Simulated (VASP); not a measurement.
Input of a VASP 6.6.1 run:

INCAR

```
SYSTEM = TiO2
ALGO = Normal
EDIFF = 1E-6
ENCUT = 520
GGA = PS
ISIF = 2
ISMEAR = -1
LASPH = .True.
LCHARG = .False.
LREAL = .False.
LWAVE = .False.
NBANDS = 33
NELM = 100
PREC = Accurate
SIGMA = 0.05
```

KPOINTS

```
k-points
0
Gamma
  10 10 10
  0 0 0
```

POSCAR

```
TiO2
1.0
   -1.8654490853      1.8654490853      4.4094930693
    1.8654490853     -1.8654490853      4.4094930693
    1.8654490853      1.8654490853     -4.4094930693
Ti O
2 4
Direct
    0.7500000000      0.2500000000      0.5000000000
    0.0000000000      0.0000000000      0.0000000000
    0.7812945245      0.7812945245      0.0000000000
    0.5312945245      0.0312945245      0.5000000000
    0.9687054755      0.4687054755      0.5000000000
    0.2187054755      0.2187054755      0.0000000000
```

Potentials or basis: VASP PAW PBE potentials, release 64 (Ti_sv, O).

Launch:

```bash
$ cat potpaw_PBE.64/Ti_sv/POTCAR potpaw_PBE.64/O/POTCAR > POTCAR
$ mpirun -np 1 vasp_std > vasp.out
```

Question: Estimate the largest force.

Answer: 0.035 eV/Å.

Question: Predict the pressure.

Answer: 20.8 GPa.

Forces in eV/Å, atoms in the order of the input:
```
Ti   0.000  0.000  0.000
Ti   0.000  0.000  0.000
O    0.000  0.000 -0.035
O    0.000  0.000 -0.035
O    0.000  0.000  0.035
O    0.000  0.000  0.035
```

Caveat: the PAW data sets were made with another functional, which shifts forces and pressure a little.
